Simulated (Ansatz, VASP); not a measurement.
**Two plane-wave programs on AlAs**

The input INCAR:

```
PREC = Accurate
ENCUT = 500
EDIFF = 1E-7
ISMEAR = 0
SIGMA = 0.02
LREAL = F
LASPH = T
NELM = 120
ALGO = Normal
ISIF = 3
LWAVE = F
LCHARG = F
GGA = PS
IBRION = 2
NSW = 100
EDIFFG = -0.005
GGA_COMPAT = F
NELMIN = 4
```

Contents of KPOINTS:

```
Automatic mesh
0
Gamma
  8 8 8
```

POSCAR

```
AlAs
1.0
    0.0000000000      2.8379008000      2.8379008000
    2.8379008000      0.0000000000      2.8379008000
    2.8379008000      2.8379008000      0.0000000000
Al As
1 1
Direct
    0.0000000000      0.0000000000      0.0000000000
    0.2500000000      0.2500000000      0.2500000000
```

Input for Ansatz:

```yaml
crystal:
  lattice:
    - [0.0, 2.8379008, 2.8379008]
    - [2.8379008, 0.0, 2.8379008]
    - [2.8379008, 2.8379008, 0.0]
  atoms:
    - { symbol: Al, position: [0.0, 0.0, 0.0] }
    - { symbol: As, position: [0.25, 0.25, 0.25] }
basis:
  ecutwfc: 420
kpoints:
  mp_grid: { grid: [8, 8, 8] }
hamiltonian:
  xc: pbesol
scf:
  occupations: { method: gaussian, width: 0.02 }
output:
  forces: true
  stress: true
  eigenvalues: true
  write_density: true
  write_potential: true
  elf: true
  volumetric_format: npy
relax:
  adjacent_minimum: "off"
  f_tol: 0.005
  max_steps: 80
  cell: { stress_tol: 0.05 }
```

Alike in both runs: task relaxation of cell and atoms; functional PBEsol; k mesh 8 × 8 × 8; occupations gaussian, width 0.02 eV; no spin polarisation.

```csv
,VASP,Ansatz
version,VASP 6.6.1,Ansatz 0.2.0
potentials or method,"VASP PAW PBE potentials, release 64 (Al, As), cutoff 500 eV","scalar-relativistic, plane waves, PAW"
valence electrons in the cell,8,18
```

Ansatz gave:

```
gap on the k mesh at the Fermi level, each at its own relaxed structure (eV) : 1.34
relaxed volume (Å³/atom)                                                     : 22.86
relaxed cell length with the largest relative difference (Å)                 : 4.013
```

**Question.** What did VASP give for the same quantities?

**Answer.** gap on the k mesh at the Fermi level, each at its own relaxed structure (eV): 1.34; relaxed volume (Å³/atom): 22.93; relaxed cell length with the largest relative difference (Å): 4.018.

VASP's potentials were made for PBE, not for PBEsol. VASP's potentials hold 8 valence electrons a cell and Ansatz's 18, so a difference there can come from the potentials and not from the codes.
